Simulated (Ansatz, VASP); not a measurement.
## One calculation of Si, two programs

The input POSCAR:

```
Si
1.0
   -3.2805003442      3.2805003442      1.8964042905
    3.2805003442     -3.2805003442      1.8964042905
    3.2805003442      3.2805003442     -1.8964042905
Si
4
Direct
    0.8211989400      0.1788010600      0.0000000000
    0.1788010600      0.8211989400      0.0000000000
    0.8211989400      0.8211989400      0.6423978800
    0.1788010600      0.1788010600      0.3576021200
```

File INCAR.step1:

```
SYSTEM = Si
PREC = Accurate
ENCUT = 520
ISMEAR = -1
SIGMA = 0.05
LREAL = .FALSE.
LASPH = .TRUE.
NELM = 60
NBANDS = 16
GGA = PE
ALGO = Normal
EDIFF = 1E-4
LWAVE = .TRUE.
LCHARG = .FALSE.
```

Contents of INCAR.step2:

```
SYSTEM = Si
PREC = Accurate
ENCUT = 520
EDIFF = 1E-6
ISMEAR = -1
SIGMA = 0.05
LREAL = .FALSE.
LASPH = .TRUE.
NELM = 60
ALGO = Normal
ISIF = 2
LWAVE = .FALSE.
LCHARG = .FALSE.
METAGGA = R2SCAN
LMIXTAU = .TRUE.
NBANDS = 16
ISTART = 1
```

KPOINTS

```
Automatic mesh
0
G
  8 8 8
  0 0 0
```

Contents of input.yaml:

```yaml
crystal:
  lattice:
    - [-3.2805003442, 3.2805003442, 1.8964042905]
    - [3.2805003442, -3.2805003442, 1.8964042905]
    - [3.2805003442, 3.2805003442, -1.8964042905]
  atoms:
    - { symbol: Si, position: [0.82119894, 0.17880106, 0.0] }
    - { symbol: Si, position: [0.17880106, 0.82119894, 0.0] }
    - { symbol: Si, position: [0.82119894, 0.82119894, 0.64239788] }
    - { symbol: Si, position: [0.17880106, 0.17880106, 0.35760212] }
hamiltonian:
  xc: r2scan
  pseudopotentials: { kind: paw }
kpoints:
  mp_grid: { grid: [8, 8, 8] }
scf:
  occupations: { method: fermi_dirac, width: 0.05 }
output:
  forces: true
  stress: true
  eigenvalues: true
  write_density: true
  write_potential: true
  elf: true
  volumetric_format: npy
```

Alike in both runs: task single point; functional r2SCAN; k mesh 8 × 8 × 8; occupations fermi-dirac, width 0.05 eV; no spin polarisation.

```csv
,VASP,Ansatz
version,VASP 6.6.1,Ansatz 0.2.0
potentials or method,"VASP PAW PBE potentials, release 64 (Si)",Ansatz PAW
plane-wave cutoff (eV),520,500
valence electrons in the cell,16,16
```

VASP gave:

```
gap on the k mesh at the Fermi level (eV)                     : 0.32
least direct gap on the mesh (eV)                             : 0.54
pressure (GPa)                                                : 3.9
traceless stress, the component that is largest in VASP (GPa) : 0.10
rms of the force components (eV/Å)                            : 0.036
```

Question: Estimate Ansatz's values.

Answer: gap on the k mesh at the Fermi level (eV): 0.30; least direct gap on the mesh (eV): 0.53; pressure (GPa): 4.1; traceless stress, the component that is largest in VASP (GPa): 0.14; rms of the force components (eV/Å): 0.036.

VASP's potentials were made for PBE, not for r2SCAN. Atom by atom the forces differ by 0.000 eV/Å (rms over components).
